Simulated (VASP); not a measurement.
# CdAg in VASP: notebook

The runs below take CdAg through single point, with PBE.

All numbers are computed with VASP 6.6.1; they aren't measurements. Logs are shortened: lines on timing, memory, paths and dates and some standing lists are left out, and cuts for length are marked.

### Step 1. The cell of the first run

The cell holds a sheet with vacuum, 2 atoms: a = 3.920 Å, b = 3.920 Å, c = 23.800 Å, α = 90.00°, β = 90.00°, γ = 90.00°.

The cell was built from a structure type or drawn by symmetry, and may not be a known phase.

### Step 2. Single point, PBE

The input, INCAR:

```
SYSTEM = CdAg
PREC = Accurate ; ENCUT = 520
EDIFF = 1E-6 ; ISMEAR = 0
SIGMA = 0.02 ; LREAL = .False.
LASPH = .True. ; NELM = 100
ALGO = Normal ; ISIF = 2
LWAVE = .False. ; LCHARG = .False.
LDIPOL = .True. ; IDIPOL = 3
DIPOL = 0.5 0.5 0.294 ; GGA = PE
NBANDS = 18
```

The input, KPOINTS:

```
regular mesh
0
Gamma
  8 8 1
  0 0 0
```

The input, POSCAR:

```
CdAg
1.0
    3.9202323327      0.0000000000      0.0000000000
    0.0000000000      3.9202323327      0.0000000000
    0.0000000000      0.0000000000     23.8000000000
Cd Ag
1 1
Direct
    0.0000000000      0.0000000000      0.2941176471
    0.5000000000      0.5000000000      0.2941176471
```

Potentials or basis: VASP PAW PBE potentials, release 64 (Cd, Ag).

The run is started by

```console
> cat potpaw_PBE.64/Cd/POTCAR potpaw_PBE.64/Ag/POTCAR > POTCAR
> mpirun -np 1 vasp_std > vasp.out
```

OUTCAR:

```text
SYSTEM = CdAg
   PREC = Accurate
   ENCUT = 520
   EDIFF = 1E-6
   ISMEAR = 0
   LREAL = .False.
   LASPH = .True.
   NELM = 100
   ISIF = 2
   GGA = PE

 ion  position               nearest neighbor table
   1  0.000  0.000  0.294-   2 2.77   2 2.77   2 2.77   2 2.77
   2  0.500  0.500  0.294-   1 2.77   1 2.77   1 2.77   1 2.77

  LATTYP: Found a simple tetragonal cell.
 ALAT       =     3.9202323327
 C/A-ratio  =     6.0710687480

  Lattice vectors:

 A1 = (   3.9202323327,   0.0000000000,   0.0000000000)
 A2 = (   0.0000000000,   3.9202323327,   0.0000000000)
 A3 = (   0.0000000000,   0.0000000000,  23.8000000000)

Analysis of symmetry for initial positions (statically):
=====================================================================
 Subroutine PRICEL returns:
 Original cell was already a primitive cell.

 Routine SETGRP: Setting up the symmetry group for a
 simple tetragonal supercell.

 Subroutine GETGRP returns: Found 16 space group operations
 (whereof  8 operations were pure point group operations)
 out of a pool of 16 trial point group operations.

The static configuration has the point symmetry C_4v.
 The point group associated with its full space group is D_4h.

Analysis of symmetry for dynamics (positions and initial velocities):
=====================================================================
 Subroutine PRICEL returns:
 Original cell was already a primitive cell.

 Routine SETGRP: Setting up the symmetry group for a
 simple tetragonal supercell.

 Subroutine GETGRP returns: Found 16 space group operations
 (whereof  8 operations were pure point group operations)
 out of a pool of 16 trial point group operations.

The dynamic configuration has the point symmetry C_4v.
 The point group associated with its full space group is D_4h.

 Subroutine INISYM returns: Found 16 space group operations
 (whereof  8 operations are pure point group operations),
 and found     1 'primitive' translations

----------------------------------------------------------------------------------------

                                     Primitive cell

  volume of cell :     365.7637

  direct lattice vectors                    reciprocal lattice vectors
     3.920232333  0.000000000  0.000000000     0.255086922  0.000000000  0.000000000
     0.000000000  3.920232333  0.000000000     0.000000000  0.255086922  0.000000000
     0.000000000  0.000000000 23.800000000     0.000000000  0.000000000  0.042016807

  length of vectors
     3.920232333  3.920232333 23.800000000     0.255086922  0.255086922  0.042016807

  position of ions in fractional coordinates (direct lattice)
     0.000000000  0.000000000  0.294117647
     0.500000000  0.500000000  0.294117647

  ion indices of the primitive-cell ions
   primitive index   ion index
                 1           1
                 2           2

----------------------------------------------------------------------------------------

 KPOINTS: regular mesh

Automatic generation of k-mesh.
 Grid dimensions read from file:
 generate k-points for:    8    8    1

 Generating k-lattice:

  Cartesian coordinates                     Fractional coordinates (reciprocal lattice)
     0.031885865  0.000000000  0.000000000     0.125000000  0.000000000  0.000000000
     0.000000000  0.031885865  0.000000000     0.000000000  0.125000000  0.000000000
     0.000000000  0.000000000  0.042016807     0.000000000  0.000000000  1.000000000

  Length of vectors
     0.031885865  0.031885865  0.042016807

  Shift w.r.t. Gamma in fractional coordinates (k-lattice)
     0.000000000  0.000000000  0.000000000

 Subroutine IBZKPT returns following result:
 ===========================================

 Found     15 irreducible k-points:

 Following reciprocal coordinates:
            Coordinates               Weight
  0.000000  0.000000  0.000000      1.000000
  0.125000  0.000000  0.000000      4.000000
  0.250000  0.000000  0.000000      4.000000
  0.375000  0.000000  0.000000      4.000000
  0.500000  0.000000  0.000000      2.000000
  0.125000  0.125000  0.000000      4.000000
  0.250000  0.125000  0.000000      8.000000
  0.375000  0.125000  0.000000      8.000000
  0.500000  0.125000  0.000000      4.000000
  0.250000  0.250000  0.000000      4.000000
  0.375000  0.250000  0.000000      8.000000
  0.500000  0.250000  0.000000      4.000000
  0.375000  0.375000  0.000000      4.000000
  0.500000  0.375000  0.000000      4.000000
  0.500000  0.500000  0.000000      1.000000
   k-points           NKPTS =     15   k-points in BZ     NKDIM =     15   number of bands    NBANDS=     18
   number of dos      NEDOS =    301   number of ions     NIONS =      2
   total plane-waves  NPLWV = 162000
   dimension x,y,z NGX =    30 NGY =   30 NGZ =  180
   dimension x,y,z NGXF=    60 NGYF=   60 NGZF=  360
   ions per type =               1   1
   NGX,Y,Z   is equivalent  to a cutoff of  12.72, 12.72, 12.57 a.u.
   NGXF,Y,Z  is equivalent  to a cutoff of  25.44, 25.44, 25.15 a.u.
 SYSTEM =  CdAg
   PREC   = accura    normal or accurate (medium, high low for compatibility)
   ISTART =      0    job   : 0-new  1-cont  2-samecut
   ICHARG =      2    charge: 1-file 2-atom 10-const
   ISPIN  =      1    spin polarized calculation?
   LNONCOLLINEAR =      F non collinear calculations
   LSORBIT =      F    spin-orbit coupling
   LASPH  =      T    aspherical Exc in radial PAW
   ENCUT  =  520.0 eV  38.22 Ry    6.18 a.u.   7.29  7.29 44.25*2*pi/ulx,y,z
   NELM   =    100;   NELMIN=  2; NELMDL= -5     # of ELM steps
   EDIFF  = 0.1E-05   stopping-criterion for ELM
   LREAL  =      F    real-space projection
   EDIFFG = 0.1E-04   stopping-criterion for IOM
   NSW    =      0    number of steps for IOM
   IBRION =     -1    ionic relax: 0-MD 1-quasi-New 2-CG
   NFREE  =      0    steps in history (QN), initial steepest desc. (CG)
   ISIF   =      2    stress and relaxation
   ISYM   =      2    0-nonsym 1-usesym 2-fastsym
   POTIM  = 0.5000    time-step for ionic-motion
   TEBEG  =    0.0;   TEEND  =   0.0 temperature during run
   PSTRESS=    0.0 pullay stress
   NELECT =      23.0000    total number of electrons
   NUPDOWN=      -1.0000    fix difference up-down
   EMIN   =  10.00;   EMAX   =-10.00  energy-range for DOS
   EFERMI =   0.00;   METHOD = LEGACY
   ISMEAR =     0;   SIGMA  =   0.02  broadening in eV -4-tet -1-fermi 0-gaus
   EFERMI_NEDOS =   21; number of points for ismear=-14 and -15
   IALGO  =     38    algorithm
   IMIX   =      4    mixing-type and parameters
     AMIX     =   0.40;   BMIX     =  1.00
     AMIX_MAG =   1.60;   BMIX_MAG =  1.00
  volume/ion in A,a.u.               =     182.88      1234.15
  Fermi-wavevector in a.u.,A,eV,Ry     =   0.651004  1.230220  5.766241  0.423807
  Thomas-Fermi vector in A             =   1.720465
   LORBIT       =      0    0 simple, 1 ext, 2 COOP (PROOUT), +10 PAW based schemes
   GGA     = PE    functional components
   LHFCALC =     F    Hartree Fock is set to
   AEXX    =    0.0000 exact exchange contribution
   IVDW    =     0    specifies the selected vdW correction
   LEPSILON=     F    determine dielectric tensor
   LRPA    =     F    only Hartree local field effects (RPA)
 non-spin polarized calculation
 Gauss-broadening in eV      SIGMA  =   0.02
  energy-cutoff  :      520.00
  volume of cell :      365.76
 maximum number of plane-waves:      9885
 NGX is ok and might be reduce to    30
   NGX = 15   NGY = 15   NGZ = 89

 dipolmoment           0.000000      0.000000     -0.000000 electrons x Angstroem

 number of electron      23.0000019 magnetization

 dipolmoment           0.000000      0.000000      0.000002 electrons x Angstroem

 Free energy of the ion-electron system (eV)
  ---------------------------------------------------
  ext. energy  EPLUGINS =         0.00000000
  ---------------------------------------------------
  free energy    TOTEN  =        -2.59809541 eV

  energy without entropy =       -2.59736760  energy(sigma->0) =       -2.59773150

 E-fermi :  -2.7761     XC(G=0):  -1.8473

 val. band max:       -2.7923519164   @ k =   0.3750   0.2500   0.0000
 cond. band min:      -2.7101303891   @ k =   0.5000   0.5000   0.0000
 fundamental gap:      0.0822215273
 Fermi energy:        -2.7760835462

 k-point     1 :       0.0000    0.0000    0.0000
  band No.  band energies     occupation
      1     -11.5965      2.00000
      2     -11.5196      2.00000
      3     -11.5148      2.00000
      4     -11.2357      2.00000
      5     -11.2357      2.00000
      6      -8.4703      2.00000
[... 10 lines left out ...]
     17       1.5354      0.00000
     18       2.0234      0.00000

 k-point     2 :       0.1250    0.0000    0.0000
  band No.  band energies     occupation
      1     -11.5627      2.00000
      2     -11.4937      2.00000
      3     -11.4667      2.00000
      4     -11.2438      2.00000
      5     -11.2308      2.00000
      6      -8.3368      2.00000
[... 10 lines left out ...]
     17       1.8635      0.00000
     18       2.1806      0.00000

 k-point     3 :       0.2500    0.0000    0.0000
  band No.  band energies     occupation
      1     -11.4765      2.00000
      2     -11.4390      2.00000
      3     -11.3423      2.00000
      4     -11.2633      2.00000
      5     -11.2189      2.00000
      6      -7.9610      2.00000
[... 10 lines left out ...]
     17       2.6482      0.00000
     18       2.7608      0.00000

 k-point     4 :       0.3750    0.0000    0.0000
  band No.  band energies     occupation
      1     -11.3864      2.00000
      2     -11.3825      2.00000
      3     -11.2827      2.00000
      4     -11.2146      2.00000
      5     -11.2069      2.00000
      6      -7.5537      2.00000
[... 186 lines left out ...]
      4     -11.2971      2.00000
      5     -11.1043      2.00000
      6      -7.8240      2.00000
[... 10 lines left out ...]
     17       3.3293      0.00000
     18       3.8683      0.00000

 k-point    14 :       0.5000    0.3750    0.0000
  band No.  band energies     occupation
      1     -11.5730      2.00000
      2     -11.3346      2.00000
      3     -11.3209      2.00000
      4     -11.3086      2.00000
      5     -11.0737      2.00000
      6      -7.8854      2.00000
[... 10 lines left out ...]
     17       4.3447      0.00000
     18       4.4089      0.00000

 k-point    15 :       0.5000    0.5000    0.0000
  band No.  band energies     occupation
      1     -11.6084      2.00000
      2     -11.3401      2.00000
      3     -11.3261      2.00000
      4     -11.3261      2.00000
      5     -11.0478      2.00000
      6      -7.9398      2.00000
[... 10 lines left out ...]
     17       4.1235      0.00000
     18       4.1235      0.00000

------------------------ aborting loop because EDIFF is reached ----------------------------------------

 vacuum level on the upper side and lower side of the slab       (xc-potential included)        -0.006        -0.006

  FORCE on cell =-STRESS in cart. coord.  units (eV):
  Direction    XX          YY          ZZ          XY          YZ          ZX
  --------------------------------------------------------------------------------------
  -------------------------------------------------------------------------------------
  Total        0.0825162      0.0825162     -0.0107718      0.0000000      0.0000000      0.0000000
  in kB        0.3614509      0.3614509     -0.0471845      0.0000000      0.0000000      0.0000000
  external PRESSURE =       0.2252391 kB  Pullay stress =       0.0000000 kB

 VOLUME and BASIS-vectors are now :
 -----------------------------------------------------------------------------
  energy-cutoff  :      520.00
  volume of cell :      365.76
      direct lattice vectors                 reciprocal lattice vectors
     3.920232333  0.000000000  0.000000000     0.255086922  0.000000000  0.000000000
     0.000000000  3.920232333  0.000000000     0.000000000  0.255086922  0.000000000
     0.000000000  0.000000000 23.800000000     0.000000000  0.000000000  0.042016807

 POSITION                                       TOTAL-FORCE (eV/Angst)
 -----------------------------------------------------------------------------------
      0.00000      0.00000      7.00000         0.000000      0.000000      0.000000
      1.96012      1.96012      7.00000         0.000000     -0.000000     -0.000000
 -----------------------------------------------------------------------------------
    total drift:                                0.000000      0.000000     -0.000093

  FREE ENERGIE OF THE ION-ELECTRON SYSTEM (eV)
  ---------------------------------------------------
  free  energy   TOTEN  =        -2.5980954063 eV

  energy  without entropy=       -2.5973675959  energy(sigma->0) =       -2.59773150

 vacuum level on the upper side and lower side of the slab         0.944         0.944
```

Wall time 58 s (1 thread of Intel Xeon 6975P-C (Granite Rapids), shared host); peak memory 0.46 GiB.

Results:

| Item | Value |
| --- | --- |
| Free energy | -2.5981 eV |
| Band gap on the k mesh | zero (an odd number of electrons rules out a gap without spin polarisation) |

(Continued in part 2 of 2.)
